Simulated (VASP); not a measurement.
# C (C2/m) in VASP: notebook, part 2 of 2

VASP 6.6.1. The steps go on from the part before.

### Step 3. Single point, PBE+D3(BJ) (atoms displaced along several vibrational modes)

Input file INCAR:

```
SYSTEM = C
  PREC = Accurate
  ENCUT = 520
  EDIFF = 1E-6
  ISMEAR = 0
  SIGMA = 0.05
  LREAL = .False.
  LASPH = .True.
  NELM = 100
  ALGO = Normal
  ISIF = 2
  LWAVE = .False.
  LCHARG = .False.
  GGA = PE
  IVDW = 12
  NBANDS = 11
```

Input file KPOINTS:

```
regular mesh
0
Gamma
  15 15 15
  0 0 0
```

Input file POSCAR:

```
C
1.0
    1.2324809262      0.7115731945      3.3609366220
   -1.2324809262      0.7115731945      3.3609366220
    0.0000000000     -1.4231463891      3.3609366220
C
2
Direct
    0.1607317406      0.1607317406      0.1712717667
    0.8392682594      0.8392682594      0.8287282333
```

Potentials or basis: VASP PAW PBE potentials, release 64 (C).

Command:

```
> cat potpaw_PBE.64/C/POTCAR > POTCAR
> mpirun -np 1 vasp_std > vasp.out
```

OUTCAR:

```text
SYSTEM = C
   PREC = Accurate
   ENCUT = 520
   EDIFF = 1E-6
   ISMEAR = 0
   LREAL = .False.
   LASPH = .True.
   NELM = 100
   ISIF = 2
   GGA = PE
   IVDW = 12
 IVDW          = 12

 ion  position               nearest neighbor table
   1  0.161  0.161  0.171-   2 1.39   2 1.44   2 1.44
   2  0.839  0.839  0.829-   1 1.39   1 1.44   1 1.44

  LATTYP: Found a trigonal (rhomboedric) cell.
 ALAT       =     3.6498274783
 COS(alpha) =     0.7719417768

  Lattice vectors:

 A1 = (   1.2324809262,   0.7115731945,   3.3609366220)
 A2 = (  -1.2324809262,   0.7115731945,   3.3609366220)
 A3 = (   0.0000000000,  -1.4231463891,   3.3609366220)

Analysis of symmetry for initial positions (statically):
=====================================================================
 Subroutine PRICEL returns:
 Original cell was already a primitive cell.

 Routine SETGRP: Setting up the symmetry group for a
 trigonal (rhombohedral) supercell.

 Subroutine GETGRP returns: Found  4 space group operations
 (whereof  4 operations were pure point group operations)
 out of a pool of 12 trial point group operations.

The static configuration has the point symmetry C_2h.

Analysis of symmetry for dynamics (positions and initial velocities):
=====================================================================
 Subroutine PRICEL returns:
 Original cell was already a primitive cell.

 Routine SETGRP: Setting up the symmetry group for a
 trigonal (rhombohedral) supercell.

 Subroutine GETGRP returns: Found  4 space group operations
 (whereof  4 operations were pure point group operations)
 out of a pool of 12 trial point group operations.

The dynamic configuration has the point symmetry C_2h.

 Subroutine INISYM returns: Found  4 space group operations
 (whereof  4 operations are pure point group operations),
 and found     1 'primitive' translations

----------------------------------------------------------------------------------------

                                     Primitive cell

  volume of cell :      17.6853

  direct lattice vectors                    reciprocal lattice vectors
     1.232480926  0.711573195  3.360936622     0.405685791  0.234222801  0.099178702
    -1.232480926  0.711573195  3.360936622    -0.405685791  0.234222801  0.099178702
     0.000000000 -1.423146389  3.360936622     0.000000000 -0.468445602  0.099178702

  length of vectors
     3.649827478  3.649827478  3.649827478     0.478829507  0.478829507  0.478829507

  position of ions in fractional coordinates (direct lattice)
     0.160731741  0.160731741  0.171271767
     0.839268259  0.839268259  0.828728233

  ion indices of the primitive-cell ions
   primitive index   ion index
                 1           1
                 2           2

----------------------------------------------------------------------------------------

 KPOINTS: regular mesh

Automatic generation of k-mesh.
 Grid dimensions read from file:
 generate k-points for:   15   15   15

 Generating k-lattice:

  Cartesian coordinates                     Fractional coordinates (reciprocal lattice)
     0.027045719  0.015614853  0.006611913     0.066666667  0.000000000  0.000000000
    -0.027045719  0.015614853  0.006611913     0.000000000  0.066666667  0.000000000
     0.000000000 -0.031229707  0.006611913    -0.000000000 -0.000000000  0.066666667

  Length of vectors
     0.031921967  0.031921967  0.031921967

  Shift w.r.t. Gamma in fractional coordinates (k-lattice)
     0.000000000  0.000000000  0.000000000

 Subroutine IBZKPT returns following result:
 ===========================================

 Found    904 irreducible k-points:

 Following reciprocal coordinates:
            Coordinates               Weight
  0.000000  0.000000  0.000000      1.000000
  0.066667  0.000000  0.000000      4.000000
  0.000000  0.000000  0.066667      2.000000
  0.133333  0.000000  0.000000      4.000000
  0.000000  0.000000  0.133333      2.000000
  0.200000  0.000000  0.000000      4.000000
[... 16 lines left out ...]
  0.066667  0.000000  0.200000      4.000000
  0.266667  0.066667 -0.000000      4.000000
 [... further k-points ...]
   k-points           NKPTS =    904   k-points in BZ     NKDIM =    904   number of bands    NBANDS=     11
   number of dos      NEDOS =    301   number of ions     NIONS =      2
   total plane-waves  NPLWV =  21952
   dimension x,y,z NGX =    28 NGY =   28 NGZ =   28
   dimension x,y,z NGXF=    56 NGYF=   56 NGZF=   56
   ions per type =               2
   NGX,Y,Z   is equivalent  to a cutoff of  12.75, 12.75, 12.75 a.u.
   NGXF,Y,Z  is equivalent  to a cutoff of  25.51, 25.51, 25.51 a.u.
 SYSTEM =  C
   PREC   = accura    normal or accurate (medium, high low for compatibility)
   ISTART =      0    job   : 0-new  1-cont  2-samecut
   ICHARG =      2    charge: 1-file 2-atom 10-const
   ISPIN  =      1    spin polarized calculation?
   LNONCOLLINEAR =      F non collinear calculations
   LSORBIT =      F    spin-orbit coupling
   LASPH  =      T    aspherical Exc in radial PAW
   ENCUT  =  520.0 eV  38.22 Ry    6.18 a.u.   6.79  6.79  6.79*2*pi/ulx,y,z
   NELM   =    100;   NELMIN=  2; NELMDL= -5     # of ELM steps
   EDIFF  = 0.1E-05   stopping-criterion for ELM
   LREAL  =      F    real-space projection
[... 7 lines left out ...]
   TEBEG  =    0.0;   TEEND  =   0.0 temperature during run
   PSTRESS=    0.0 pullay stress
   NELECT =       8.0000    total number of electrons
   NUPDOWN=      -1.0000    fix difference up-down
   EMIN   =  10.00;   EMAX   =-10.00  energy-range for DOS
   EFERMI =   0.00;   METHOD = LEGACY
   ISMEAR =     0;   SIGMA  =   0.05  broadening in eV -4-tet -1-fermi 0-gaus
   EFERMI_NEDOS =   21; number of points for ismear=-14 and -15
   IALGO  =     38    algorithm
   IMIX   =      4    mixing-type and parameters
     AMIX     =   0.40;   BMIX     =  1.00
     AMIX_MAG =   1.60;   BMIX_MAG =  1.00
  volume/ion in A,a.u.               =       8.84        59.67
  Fermi-wavevector in a.u.,A,eV,Ry     =   1.256708  2.374834 21.487884  1.579315
  Thomas-Fermi vector in A             =   2.390403
   LORBIT       =      0    0 simple, 1 ext, 2 COOP (PROOUT), +10 PAW based schemes
   GGA     = PE    functional components
   LHFCALC =     F    Hartree Fock is set to
   AEXX    =    0.0000 exact exchange contribution
   IVDW    =    12    specifies the selected vdW correction
   LEPSILON=     F    determine dielectric tensor
   LRPA    =     F    only Hartree local field effects (RPA)
 non-spin polarized calculation
 Gauss-broadening in eV      SIGMA  =   0.05
  energy-cutoff  :      520.00
  volume of cell :       17.69
 maximum number of plane-waves:       490
   NGX = 13   NGY = 13   NGZ = 13

 number of electron       8.0000000 magnetization

 Free energy of the ion-electron system (eV)
  ---------------------------------------------------
  ext. energy  EPLUGINS =         0.00000000
  ---------------------------------------------------
  free energy    TOTEN  =       -18.37970276 eV

  energy without entropy =      -18.37970276  energy(sigma->0) =      -18.37970276

 E-fermi :   4.6451     XC(G=0): -10.3134

 val. band max:        4.4926198441   @ k =  -0.3333   0.3333   0.0000
 cond. band min:       4.7974222525   @ k =  -0.3333   0.3333   0.0000
 fundamental gap:      0.3048024085
 Fermi energy:         4.6450521634

 k-point     1 :       0.0000    0.0000    0.0000
  band No.  band energies     occupation
      1     -14.9851      2.00000
      2      -1.8877      2.00000
      3       1.2399      2.00000
      4       2.1374      2.00000
      5       8.8747      0.00000
      6      12.4408      0.00000
      7      13.6065      0.00000
      8      16.0629      0.00000
      9      17.3158      0.00000
     10      27.3792      0.00000
     11      30.3427      0.00000
[... 309 lines left out ...]
 k-point    24 :       0.2667    0.0667   -0.0000
  band No.  band energies     occupation
      1     -13.5860      2.00000
      2      -2.3121      2.00000
      3      -0.6109      2.00000
      4      -0.4703      2.00000
      5      10.8359      0.00000
      6      12.4758      0.00000
      7      13.3259      0.00000
      8      17.0641      0.00000
      9      20.1023      0.00000
     10      23.9308      0.00000
     11      27.9546      0.00000

 [... further k-points ...]

------------------------ aborting loop because EDIFF is reached ----------------------------------------

 Edisp (eV)   -0.31205

 E8    (eV) :    -0.0884

  FORCE on cell =-STRESS in cart. coord.  units (eV):
  Direction    XX          YY          ZZ          XY          YZ          ZX
  --------------------------------------------------------------------------------------
  -------------------------------------------------------------------------------------
  Total      -0.21396     0.50976    -0.05431     0.00000    -0.08063     0.00000
  in kB     -19.38348    46.18120    -4.92042     0.00000    -7.30466     0.00000
  external pressure =        7.29 kB  Pullay stress =        0.00 kB

 VOLUME and BASIS-vectors are now :
 -----------------------------------------------------------------------------
  energy-cutoff  :      520.00
  volume of cell :       17.69
      direct lattice vectors                 reciprocal lattice vectors
     1.232480926  0.711573195  3.360936622     0.405685791  0.234222801  0.099178702
    -1.232480926  0.711573195  3.360936622    -0.405685791  0.234222801  0.099178702
     0.000000000 -1.423146389  3.360936622     0.000000000 -0.468445602  0.099178702

 POSITION                                       TOTAL-FORCE (eV/Angst)
 -----------------------------------------------------------------------------------
      0.00000     -0.01500      1.65605         0.000000      1.673933      0.780977
      0.00000      0.01500      8.42676         0.000000     -1.673933     -0.780977
 -----------------------------------------------------------------------------------
    total drift:                               -0.000000      0.000000     -0.000000

  FREE ENERGIE OF THE ION-ELECTRON SYSTEM (eV)
  ---------------------------------------------------
  free  energy   TOTEN  =       -18.6917538714 eV

  energy  without entropy=      -18.6917538683  energy(sigma->0) =      -18.69175387
```

Wall time 1.7 min (1 thread of AMD EPYC 9R45 (Zen 5), shared host); peak memory 0.25 GiB.

Results:

* Free energy: -18.6918 eV
* Pressure: 0.7 GPa
* Largest force: 1.847 eV/Å
* Dispersion energy per atom: -0.156 eV

Forces on the atoms (eV/Å):
```
C    0.000  1.674  0.781
C    0.000 -1.674 -0.781
```

Caveat: the cell differs from its parent crystal (atoms displaced along several vibrational modes); the stress differs along the axes, from -2 to 5 GPa; forces of over 1 eV/Å act on the atoms, so gaps and moduli don't describe the material at rest.
